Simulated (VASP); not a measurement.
# Ag in VASP: a series of runs

The runs below take Ag through single point, with PBEsol.

All numbers are computed with VASP 6.6.1; they aren't measurements. Logs are shortened: lines on timing, memory, paths and dates and some standing lists are left out, and cuts for length are marked.

### Step 1. The cell of the first run

Symmetry: Fm-3m, No. 225, cubic system. The conventional cell has a = 4.188 Å, b = 4.188 Å, c = 4.188 Å, α = 90.00°, β = 90.00°, γ = 90.00°. Ag (site symmetry m-3m) has 12 Ag at 2.96 Å within 3.9 Å.

### Step 2. Single point, PBEsol (strain +0.025 along x and y, +0.025 along z)

Input file INCAR:

```
PREC = Accurate
ENCUT = 520
EDIFF = 1E-6
ISMEAR = 0
SIGMA = 0.15
LREAL = F
LASPH = T
NELM = 80
ALGO = Normal
ISIF = 2
LWAVE = F
LCHARG = F
GGA = PS
NBANDS = 12
```

Input file KPOINTS:

```
regular mesh
0
Gamma
  20 20 20
```

Input file POSCAR:

```
Ag
1.0
    0.0000000000      2.0941775000      2.0941775000
    2.0941775000      0.0000000000      2.0941775000
    2.0941775000      2.0941775000      0.0000000000
Ag
1
Direct
    0.0000000000      0.0000000000      0.0000000000
```

Potentials or basis: VASP PAW PBE potentials, release 64 (Ag).

Launch:

```bash
> cat potpaw_PBE.64/Ag/POTCAR > POTCAR
> mpirun -np 1 vasp_std > vasp.out
```

OUTCAR:

```text
PREC = Accurate
   ENCUT = 520
   EDIFF = 1E-6
   ISMEAR = 0
   LREAL = F
   LASPH = T
   NELM = 80
   ISIF = 2
   GGA = PS

 ion  position               nearest neighbor table
   1  0.000  0.000  0.000-

  LATTYP: Found a face centered cubic cell.
 ALAT       =     4.1883550000

  Lattice vectors:

 A1 = (   0.0000000000,   2.0941775000,   2.0941775000)
 A2 = (   2.0941775000,   0.0000000000,   2.0941775000)
 A3 = (   2.0941775000,   2.0941775000,   0.0000000000)

Analysis of symmetry for initial positions (statically):
=====================================================================
 Subroutine PRICEL returns:
 Original cell was already a primitive cell.

 Routine SETGRP: Setting up the symmetry group for a
 face centered cubic supercell.

 Subroutine GETGRP returns: Found 48 space group operations
 (whereof 48 operations were pure point group operations)
 out of a pool of 48 trial point group operations.

The static configuration has the point symmetry O_h .

Analysis of symmetry for dynamics (positions and initial velocities):
=====================================================================
 Subroutine PRICEL returns:
 Original cell was already a primitive cell.

 Routine SETGRP: Setting up the symmetry group for a
 face centered cubic supercell.

 Subroutine GETGRP returns: Found 48 space group operations
 (whereof 48 operations were pure point group operations)
 out of a pool of 48 trial point group operations.

The dynamic configuration has the point symmetry O_h .

 Subroutine INISYM returns: Found 48 space group operations
 (whereof 48 operations are pure point group operations),
 and found     1 'primitive' translations

----------------------------------------------------------------------------------------

                                     Primitive cell

  volume of cell :      18.3684

  direct lattice vectors                    reciprocal lattice vectors
     0.000000000  2.094177500  2.094177500    -0.238757221  0.238757221  0.238757221
     2.094177500  0.000000000  2.094177500     0.238757221 -0.238757221  0.238757221
     2.094177500  2.094177500  0.000000000     0.238757221  0.238757221 -0.238757221

  length of vectors
     2.961614223  2.961614223  2.961614223     0.413539637  0.413539637  0.413539637

  position of ions in fractional coordinates (direct lattice)
     0.000000000  0.000000000  0.000000000

  ion indices of the primitive-cell ions
   primitive index   ion index
                 1           1

----------------------------------------------------------------------------------------

 KPOINTS: regular mesh

Automatic generation of k-mesh.
 Grid dimensions read from file:
 generate k-points for:   20   20   20

 Generating k-lattice:

  Cartesian coordinates                     Fractional coordinates (reciprocal lattice)
    -0.011937861  0.011937861  0.011937861     0.050000000  0.000000000  0.000000000
     0.011937861 -0.011937861  0.011937861     0.000000000  0.050000000  0.000000000
     0.011937861  0.011937861 -0.011937861     0.000000000  0.000000000  0.050000000

  Length of vectors
     0.020676982  0.020676982  0.020676982

  Shift w.r.t. Gamma in fractional coordinates (k-lattice)
     0.000000000  0.000000000  0.000000000

 Subroutine IBZKPT returns following result:
 ===========================================

 Found    256 irreducible k-points:

 Following reciprocal coordinates:
            Coordinates               Weight
  0.000000  0.000000  0.000000      1.000000
  0.050000  0.000000  0.000000      8.000000
  0.100000  0.000000  0.000000      8.000000
  0.150000  0.000000  0.000000      8.000000
  0.200000  0.000000  0.000000      8.000000
  0.250000  0.000000  0.000000      8.000000
[... 16 lines left out ...]
 -0.400000  0.050000  0.000000     24.000000
 -0.350000  0.050000  0.000000     24.000000
 [... further k-points ...]
   k-points           NKPTS =    256   k-points in BZ     NKDIM =    256   number of bands    NBANDS=     12
   number of dos      NEDOS =    301   number of ions     NIONS =      1
   total plane-waves  NPLWV =  13824
   dimension x,y,z NGX =    24 NGY =   24 NGZ =   24
   dimension x,y,z NGXF=    48 NGYF=   48 NGZF=   48
   ions per type =               1
   NGX,Y,Z   is equivalent  to a cutoff of  13.47, 13.47, 13.47 a.u.
   NGXF,Y,Z  is equivalent  to a cutoff of  26.94, 26.94, 26.94 a.u.
 SYSTEM =  unknown system
   PREC   = accura    normal or accurate (medium, high low for compatibility)
   ISTART =      0    job   : 0-new  1-cont  2-samecut
   ICHARG =      2    charge: 1-file 2-atom 10-const
   ISPIN  =      1    spin polarized calculation?
   LNONCOLLINEAR =      F non collinear calculations
   LSORBIT =      F    spin-orbit coupling
   LASPH  =      T    aspherical Exc in radial PAW
   ENCUT  =  520.0 eV  38.22 Ry    6.18 a.u.   5.51  5.51  5.51*2*pi/ulx,y,z
   NELM   =     80;   NELMIN=  2; NELMDL= -5     # of ELM steps
   EDIFF  = 0.1E-05   stopping-criterion for ELM
   LREAL  =      F    real-space projection
   EDIFFG = 0.1E-04   stopping-criterion for IOM
   NSW    =      0    number of steps for IOM
   IBRION =     -1    ionic relax: 0-MD 1-quasi-New 2-CG
   NFREE  =      0    steps in history (QN), initial steepest desc. (CG)
   ISIF   =      2    stress and relaxation
   ISYM   =      2    0-nonsym 1-usesym 2-fastsym
   POTIM  = 0.5000    time-step for ionic-motion
   TEBEG  =    0.0;   TEEND  =   0.0 temperature during run
   PSTRESS=    0.0 pullay stress
   NELECT =      11.0000    total number of electrons
   NUPDOWN=      -1.0000    fix difference up-down
   EMIN   =  10.00;   EMAX   =-10.00  energy-range for DOS
   EFERMI =   0.00;   METHOD = LEGACY
   ISMEAR =     0;   SIGMA  =   0.15  broadening in eV -4-tet -1-fermi 0-gaus
   EFERMI_NEDOS =   21; number of points for ismear=-14 and -15
   IALGO  =     38    algorithm
   IMIX   =      4    mixing-type and parameters
     AMIX     =   0.40;   BMIX     =  1.00
     AMIX_MAG =   1.60;   BMIX_MAG =  1.00
  volume/ion in A,a.u.               =      18.37       123.96
  Fermi-wavevector in a.u.,A,eV,Ry     =   1.379904  2.607641 25.907334  1.904135
  Thomas-Fermi vector in A             =   2.504831
   LORBIT       =      0    0 simple, 1 ext, 2 COOP (PROOUT), +10 PAW based schemes
   GGA     = PS    functional components
   LHFCALC =     F    Hartree Fock is set to
   AEXX    =    0.0000 exact exchange contribution
   IVDW    =     0    specifies the selected vdW correction
   LEPSILON=     F    determine dielectric tensor
   LRPA    =     F    only Hartree local field effects (RPA)
 non-spin polarized calculation
 Gauss-broadening in eV      SIGMA  =   0.15
  energy-cutoff  :      520.00
  volume of cell :       18.37
 maximum number of plane-waves:       531
 NGX is ok and might be reduce to    24
   NGX = 11   NGY = 11   NGZ = 11

 number of electron      11.0000002 magnetization

 Free energy of the ion-electron system (eV)
  ---------------------------------------------------
  ext. energy  EPLUGINS =         0.00000000
  ---------------------------------------------------
  free energy    TOTEN  =        -3.25949552 eV

  energy without entropy =       -3.25709329  energy(sigma->0) =       -3.25829441

 E-fermi :   7.2192     XC(G=0): -11.9732

 val. band max:        7.1444965945   @ k =   0.4500   0.4000   0.0500
 cond. band min:       7.2304005201   @ k =   0.5000   0.3000   0.1000
 fundamental gap:      0.0859039256
 Fermi energy:         7.2192115057

 k-point     1 :       0.0000    0.0000    0.0000
  band No.  band energies     occupation
      1      -0.0559      2.00000
      2       2.7262      2.00000
      3       2.7262      2.00000
      4       2.7262      2.00000
      5       3.6429      2.00000
      6       3.6429      2.00000
      7      23.0446      0.00000
      8      26.1781      0.00000
      9      26.1781      0.00000
     10      26.1781      0.00000
     11      30.8259      0.00000
     12      31.5056      0.00000

 k-point     2 :       0.0500    0.0000    0.0000
  band No.  band energies     occupation
      1       0.0180      2.00000
      2       2.7102      2.00000
      3       2.7458      2.00000
      4       2.7458      2.00000
      5       3.6355      2.00000
      6       3.6355      2.00000
      7      23.0433      0.00000
      8      25.4746      0.00000
      9      26.1905      0.00000
     10      26.1905      0.00000
     11      30.8216      0.00000
     12      31.4528      0.00000

 k-point     3 :       0.1000    0.0000    0.0000
  band No.  band energies     occupation
      1       0.2339      2.00000
      2       2.6709      2.00000
      3       2.7985      2.00000
      4       2.7985      2.00000
      5       3.6195      2.00000
      6       3.6195      2.00000
      7      22.7883      0.00000
      8      24.2680      0.00000
      9      26.2149      0.00000
     10      26.2149      0.00000
     11      30.1277      0.00000
     12      31.2435      0.00000

 k-point     4 :       0.1500    0.0000    0.0000
  band No.  band energies     occupation
      1       0.5683      2.00000
      2       2.6387      2.00000
      3       2.8639      2.00000
      4       2.8639      2.00000
      5       3.6147      2.00000
      6       3.6147      2.00000
      7      21.4936      0.00000
      8      23.8490      0.00000
      9      26.2126      0.00000
     10      26.2126      0.00000
     11      29.4656      0.00000
     12      30.8059      0.00000

 k-point     5 :       0.2000    0.0000    0.0000
  band No.  band energies     occupation
      1       0.9578      2.00000
      2       2.6866      2.00000
      3       2.9082      2.00000
      4       2.9082      2.00000
      5       3.6530      2.00000
      6       3.6530      2.00000
      7      19.6808      0.00000
      8      23.7494      0.00000
      9      26.1243      0.00000
     10      26.1243      0.00000
     11      29.1564      0.00000
     12      30.2257      0.00000
[... 228 lines left out ...]
      1       1.3399      2.00000
      2       2.6871      2.00000
      3       2.7455      2.00000
      4       4.1999      2.00000
      5       4.3472      2.00000
      6       7.1092      1.70051
      7      10.5266      0.00000
      8      22.2019      0.00000
      9      23.8675      0.00000
     10      23.9689      0.00000
     11      29.3079      0.00000
     12      29.3615      0.00000

 k-point    22 :      -0.4500    0.0500    0.0000
  band No.  band energies     occupation
      1       1.3451      2.00000
      2       2.6954      2.00000
      3       2.7452      2.00000
      4       4.2168      2.00000
      5       4.3020      2.00000
      6       6.9223      1.99488
      7      10.7606      0.00000
      8      22.1918      0.00000
      9      23.7032      0.00000
     10      24.2677      0.00000
     11      29.1801      0.00000
     12      29.4183      0.00000

 k-point    23 :      -0.4000    0.0500    0.0000
  band No.  band energies     occupation
      1       1.3760      2.00000
      2       2.7280      2.00000
      3       2.7694      2.00000
      4       4.1415      2.00000
      5       4.1932      2.00000
      6       6.0107      2.00000
      7      11.9938      0.00000
      8      22.2885      0.00000
      9      23.7561      0.00000
     10      24.7717      0.00000
     11      29.0578      0.00000
     12      29.4208      0.00000

 k-point    24 :      -0.3500    0.0500    0.0000
  band No.  band energies     occupation
      1       1.4204      2.00000
      2       2.7784      2.00000
      3       2.8145      2.00000
      4       3.9504      2.00000
      5       4.0370      2.00000
      6       5.0470      2.00000
      7      13.5923      0.00000
      8      22.4754      0.00000
      9      24.0056      0.00000
     10      25.4583      0.00000
     11      28.9409      0.00000
     12      29.3005      0.00000

 [... further k-points ...]

------------------------ aborting loop because EDIFF is reached ----------------------------------------

  FORCE on cell =-STRESS in cart. coord.  units (eV):
  Direction    XX          YY          ZZ          XY          YZ          ZX
  --------------------------------------------------------------------------------------
  -------------------------------------------------------------------------------------
  Total       -1.0224291     -1.0224291     -1.0224291      0.0000000      0.0000000      0.0000000
  in kB      -89.1812018    -89.1812018    -89.1812018      0.0000000      0.0000000      0.0000000
  external PRESSURE =     -89.1812018 kB  Pullay stress =       0.0000000 kB

 VOLUME and BASIS-vectors are now :
 -----------------------------------------------------------------------------
  energy-cutoff  :      520.00
  volume of cell :       18.37
      direct lattice vectors                 reciprocal lattice vectors
     0.000000000  2.094177500  2.094177500    -0.238757221  0.238757221  0.238757221
     2.094177500  0.000000000  2.094177500     0.238757221 -0.238757221  0.238757221
     2.094177500  2.094177500  0.000000000     0.238757221  0.238757221 -0.238757221

 POSITION                                       TOTAL-FORCE (eV/Angst)
 -----------------------------------------------------------------------------------
      0.00000      0.00000      0.00000        -0.000000     -0.000000      0.000000
 -----------------------------------------------------------------------------------
    total drift:                               -0.000000      0.000000     -0.000000

  FREE ENERGIE OF THE ION-ELECTRON SYSTEM (eV)
  ---------------------------------------------------
  free  energy   TOTEN  =        -3.2594955247 eV

  energy  without entropy=       -3.2570932948  energy(sigma->0) =       -3.25829441
```

Run time: 20 s. Hardware: 1 thread of Intel Xeon 6975P-C (Granite Rapids), shared host; peak memory 0.18 GiB.

Results:

| Property | Result |
| --- | --- |
| Free energy | -3.2595 eV |
| Pressure | -8.9 GPa |

Caveat: the cell differs from its parent crystal (strain +0.025 along x and y, +0.025 along z); the PAW data sets were made with another functional, which shifts forces and pressure a little.

(Continued in part 2 of 3.)
